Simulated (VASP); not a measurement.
Here is a VASP 6.6.1 calculation.

The input POSCAR:

```
Ru
1.0
    2.7032911551      0.0000000000      0.0000000000
   -1.3516455776      2.3411188142      0.0000000000
    0.0000000000      0.0000000000      4.2630341191
Ru
2
Direct
    0.3333333333      0.6666666667      0.2500000000
    0.6666666667      0.3333333333      0.7500000000
```

The input INCAR.step1:

```
SYSTEM = Ru
ALGO = Normal
EDIFF = 1E-5
ENCUT = 620
GGA = PE
GGA_COMPAT = .False.
ISMEAR = 0
LASPH = .True.
LCHARG = .False.
LREAL = .False.
LWAVE = .True.
NBANDS = 23
NELM = 120
PREC = Accurate
SIGMA = 0.05
```

INCAR.step2

```
SYSTEM = Ru
ALGO = Normal
EDIFF = 1E-6
ENCUT = 620
GGA_COMPAT = .False.
ISIF = 2
ISMEAR = 0
ISTART = 1
LASPH = .True.
LCHARG = .True.
LELF = .True.
LMIXTAU = .True.
LREAL = .False.
LVHAR = .True.
LWAVE = .False.
METAGGA = R2SCAN
NBANDS = 23
NELM = 120
PREC = Accurate
SIGMA = 0.05
```

KPOINTS

```
k-points
0
Gamma
  18 18 12
  0 0 0
```

Potentials or basis: VASP PAW PBE potentials, release 64 (Ru_sv).

Run with:

```console
$ cat potpaw_PBE.64/Ru_sv/POTCAR > POTCAR
$ cp INCAR.step1 INCAR
$ mpirun -np 1 vasp_std > vasp.out
$ cp INCAR.step2 INCAR
$ mpirun -np 1 vasp_std > vasp.out
```

What does it give for the band gap on the k mesh?

Zero (bands 16 and 17 overlap by 3.40 eV).

Estimate the pressure.

0.1 GPa.

Caveat: the PAW data sets were made with another functional, which shifts forces and pressure a little.
